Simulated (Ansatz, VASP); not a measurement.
LiF in VASP and in Ansatz

INCAR

```
SYSTEM = LiF
ALGO = Normal ; EDIFF = 1E-8
ENCUT = 520 ; ISIF = 2
ISMEAR = -1 ; LASPH = .TRUE.
LCHARG = .FALSE. ; LEFG = .TRUE.
LREAL = .FALSE. ; LWAVE = .FALSE.
NBANDS = 12 ; NELM = 100
PREC = Accurate ; SIGMA = 0.03
```

File KPOINTS:

```
k-points
0
G
  10 10 10
  0 0 0
```

File POSCAR:

```
LiF
1.0
    0.0000000000      1.9798578110      1.9798578110
    1.9798578110      0.0000000000      1.9798578110
    1.9798578110      1.9798578110      0.0000000000
Li F
1 1
Direct
    0.0000000000      0.0000000000      0.0000000000
    0.5000000000      0.5000000000      0.5000000000
```

Input for Ansatz:

```yaml
crystal:
  lattice:
    - [0.0, 1.979857811, 1.979857811]
    - [1.979857811, 0.0, 1.979857811]
    - [1.979857811, 1.979857811, 0.0]
  atoms:
    - { symbol: Li, position: [0.0, 0.0, 0.0] }
    - { symbol: F, position: [0.5, 0.5, 0.5] }
kpoints:
  mp_grid: { grid: [10, 10, 10] }
scf:
  occupations: { method: fermi_dirac, width: 0.03 }
hamiltonian:
  xc: lda
  pseudopotentials: { kind: all_electron, datasets: crystal }
output:
  forces: true
  stress: true
  eigenvalues: true
  efg: { contact_densities: true }
```

Change from the starting cell: volume scaled by 0.95, crystal datasets.

Alike in both runs: task electric field gradients; functional LDA; k mesh 10 × 10 × 10; occupations fermi-dirac, width 0.03 eV; no spin polarisation.

```csv
,VASP,Ansatz
version,VASP 6.6.1,Ansatz 0.2.0
potentials or method,"VASP PAW LDA potentials, release 64 (Li_sv, F), cutoff 520 eV","all-electron PAW with datasets made for the crystal, scalar-relativistic"
```

Ansatz gave:

```
gap on the k mesh at the Fermi level (eV) : 9.29
```

Q: Which values does VASP return?

A: gap on the k mesh at the Fermi level (eV): 9.31.

LDA's correlation is that of Perdew and Zunger in VASP and of Perdew and Wang (1992) in Ansatz. Ansatz ran all-electron here, and VASP with PAW potentials.

Noted on VASP's run: the cutoff is short for stress, so the pressure is rough.
